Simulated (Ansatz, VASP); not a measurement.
## One calculation of CuI, two programs

Contents of INCAR:

```
SYSTEM = CuI
  PREC = Accurate
  ENCUT = 520
  EDIFF = 1E-8
  ISMEAR = -1
  SIGMA = 0.02
  LREAL = .False.
  LASPH = .True.
  NELM = 60
  ALGO = Normal
  ISIF = 2
  LWAVE = .False.
  LCHARG = .False.
  GGA = PE
  LEFG = .True.
  NBANDS = 26
```

KPOINTS

```
regular mesh
0
Gamma
  5 5 6
  0 0 0
```

The input POSCAR:

```
CuI
1.0
    3.8451626177     -3.8224189611      0.0000000000
    3.8451626177      3.8224189611      0.0000000000
    0.0000000000      0.0000000000      4.3069976700
Cu I
2 2
Direct
    0.4204388300      0.5795611700      0.7500000000
    0.5795611700      0.4204388300      0.2500000000
    0.7700426800      0.2299573200      0.7500000000
    0.2299573200      0.7700426800      0.2500000000
```

Input for Ansatz:

```yaml
crystal:
  lattice:
    - [3.8451626177, -3.8224189611, 0.0]
    - [3.8451626177, 3.8224189611, 0.0]
    - [0.0, 0.0, 4.30699767]
  atoms:
    - { symbol: Cu, position: [0.42043883, 0.57956117, 0.75] }
    - { symbol: Cu, position: [0.57956117, 0.42043883, 0.25] }
    - { symbol: I, position: [0.77004268, 0.22995732, 0.75] }
    - { symbol: I, position: [0.22995732, 0.77004268, 0.25] }
kpoints:
  mp_grid: { grid: [5, 5, 6] }
scf:
  occupations: { method: fermi_dirac, width: 0.02 }
hamiltonian:
  xc: pbe
  pseudopotentials: { kind: all_electron, datasets: crystal }
output:
  forces: true
  stress: true
  eigenvalues: true
  efg: { contact_densities: true }
```

Change from the starting cell: equal xx and yy strain of +3 %, crystal datasets.

Alike in both runs: task electric field gradients; functional PBE; k mesh 5 × 5 × 6; occupations fermi-dirac, width 0.02 eV; no spin polarisation.

|  | VASP | Ansatz |
| --- | --- | --- |
| version | VASP 6.6.1 | Ansatz 0.2.0 |
| potentials or method | VASP PAW PBE potentials, release 64 (Cu, I), cutoff 520 eV | all-electron PAW with datasets made for the crystal, scalar-relativistic |

Ansatz gave:

- gap on the k mesh at the Fermi level (eV): 0.91
- pressure (GPa): -0.3
- traceless stress, the component that is largest in VASP (GPa): -0.97
- rms of the force components (eV/Å): 0.125
- size of Vzz on the site where it differs most (V/Å²): 437.0

**Question.** Which values does VASP return?

**Answer.** gap on the k mesh at the Fermi level (eV): 0.92; pressure (GPa): -0.2; traceless stress, the component that is largest in VASP (GPa): -0.98; rms of the force components (eV/Å): 0.124; size of Vzz on the site where it differs most (V/Å²): 423.5.

Atom by atom the forces differ by 0.005 eV/Å (rms over components). Ansatz ran all-electron here, and VASP with PAW potentials.

Spin-orbit coupling is off throughout.
